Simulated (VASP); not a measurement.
Wanted: the native input for a VASP 6.6.1 run.

```yaml
Task: single point
Functional: PBEsol
Potentials_or_basis: VASP PAW PBE potentials, release 64 (Li_sv, Mg)
Cutoff: 520 eV
k_mesh: 14 × 14 × 10
Occupations: gaussian, width 0.1 eV
Spin: no spin polarisation
Dipole_correction: no
Further_INCAR_settings: ALGO = Normal; EDIFF = 1e-06; NBANDS = 10
```

The structure of LiMg lies in POSCAR:

```
LiMg
1.0
    1.7251686580     -2.4698148658      0.0000000000
    1.7251686580      2.4698148658      0.0000000000
    0.0000000000      0.0000000000      4.8672305292
Li Mg
1 1
Direct
    0.0000000000      0.0000000000      0.0000000000
    0.5000000000      0.5000000000      0.5000000000
```

The input as run:

INCAR

```
PREC = Accurate
ENCUT = 520
EDIFF = 1E-6
ISMEAR = 0
SIGMA = 0.1
LREAL = F
LASPH = T
NELM = 100
ALGO = Normal
ISIF = 2
LWAVE = F
LCHARG = F
GGA = PS
NBANDS = 10
```

KPOINTS

```
regular mesh
0
Gamma
  14 14 10
```

Potentials or basis: VASP PAW PBE potentials, release 64 (Li_sv, Mg).

Command:

```console
$ cat potpaw_PBE.64/Li_sv/POTCAR potpaw_PBE.64/Mg/POTCAR > POTCAR
$ mpirun -np 1 vasp_std > vasp.out
```

It took 25 s on 1 thread of Intel(R) Xeon(R) 6975P-C (Granite Rapids), on a shared host, peak memory 0.27 GiB.
